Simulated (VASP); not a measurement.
Crystal: KSiH.

```
K Si H
1.0
     3.36411    0.00000    0.00000
     0.00000    3.36411    0.00000
     0.00000    0.00000    4.91693
K Si H
1 1 1
Cartesian
  1.6821 1.6821 1.6135
  0.0000 0.0000 0.6963
  1.6821 1.6821 4.0878
```

The cell was built from a structure type or drawn by symmetry, and may not be a known phase.

```yaml
Program: VASP 6.6.1
Task: relaxation of cell and atoms
Functional: PBE
Potentials_or_basis: VASP PAW PBE potentials, release 64 (K_sv, Si, H)
Cutoff: 500 eV
k_mesh: 6 × 6 × 4
Occupations: gaussian, width 0.1 eV
Spin: no spin polarisation
```

At the start: pressure 18.1 GPa; volume 18.55 Å³/atom.

Problem. Where does the relaxation end?

Solution. Over 17 steps the energy falls by 1430.1 meV/atom and the volume is 17.77 Å³/atom (-4.2 %); space group P4mm (No. 99, to 0.1 Å) before, P4/mmm (No. 123, to 0.1 Å).

Step by step:
| step | energy change (eV) | largest force (eV/Å) | pressure (GPa) | volume (Å³) |
| --- | --- | --- | --- | --- |
| 1 | 0.0000 | 4.8269 | 18.08 | 55.65 |
| 2 | -2.1832 | 1.9962 | 0.61 | 74.11 |
| 3 | -2.3164 | 1.6888 | -0.86 | 78.77 |
| 4 | -2.3876 | 1.1879 | -2.61 | 88.62 |
| 5 | -2.3899 | 1.3199 | -2.22 | 85.68 |
| 6 | -2.6375 | 1.3473 | -2.47 | 81.94 |
| 7 | -3.3786 | 1.1428 | -2.85 | 71.35 |
| 8 | -3.9906 | 0.9347 | 2.33 | 52.79 |
| 9 | -4.0236 | 0.1956 | -1.02 | 59.06 |
| 10 | -4.0605 | 0.1409 | -0.13 | 56.81 |
| 11 | -4.2155 | 0.7593 | 0.63 | 52.73 |
| 12 | -4.2292 | 0.6310 | 0.28 | 53.65 |
| 13 | -4.2845 | 0.1417 | -0.47 | 54.28 |
| 14 | -4.2858 | 0.1007 | -0.56 | 54.39 |
| 15 | -4.2894 | 0.0661 | 0.22 | 53.05 |
| 16 | -4.2895 | 0.0627 | 0.12 | 53.21 |
| 17 | -4.2904 | 0.0349 | 0.07 | 53.30 |

Final structure:
```yaml
crystal:
  lattice:
    - [3.12915, 0.00000, 0.00000]
    - [0.00000, 3.12915, 0.00000]
    - [0.00000, 0.00000, 5.44321]
  atoms:
    - { symbol: K, position: [0.50000, 0.50000, 0.43173] }
    - { symbol: Si, position: [0.00000, 0.00000, 0.93330] }
    - { symbol: H, position: [0.50000, 0.50000, 0.93611] }
```
